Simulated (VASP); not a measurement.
Here is a VASP 6.6.1 calculation.

The input INCAR:

```
SYSTEM = Al
PREC     = Accurate       ! precision mode
ENCUT    = 520            ! plane-wave cutoff, eV
EDIFF    = 1E-6           ! SCF threshold, eV
ISMEAR   = -1             ! smearing method
SIGMA    = 0.1            ! smearing width, eV
LREAL    = .FALSE.        ! projectors in reciprocal space
LASPH    = .TRUE.         ! aspherical terms in the spheres
NELM     = 100            ! most SCF steps
ALGO     = Normal         ! electronic algorithm
ISIF     = 2              ! what is computed and relaxed
LWAVE    = .FALSE.        ! write WAVECAR
LCHARG   = .FALSE.        ! write CHGCAR
GGA      = PE             ! functional
NBANDS   = 8              ! bands
```

Contents of KPOINTS:

```
regular mesh
0
G
  13 13 13
  0 0 0
```

The input POSCAR:

```
Al
1.0
    0.0000000000      2.0199631022      2.0199631022
    2.0199631022      0.0000000000      2.0199631022
    2.0199631022      2.0199631022      0.0000000000
Al
1
Direct
    0.0000000000      0.0000000000      0.0000000000
```

Potentials or basis: VASP PAW PBE potentials, release 64 (Al).

Launch:

```sh
$ cat potpaw_PBE.64/Al/POTCAR > POTCAR
$ mpirun -np 1 vasp_std > vasp.out
```

(1) Estimate the pressure.

Results:

(1) 0.0 GPa.
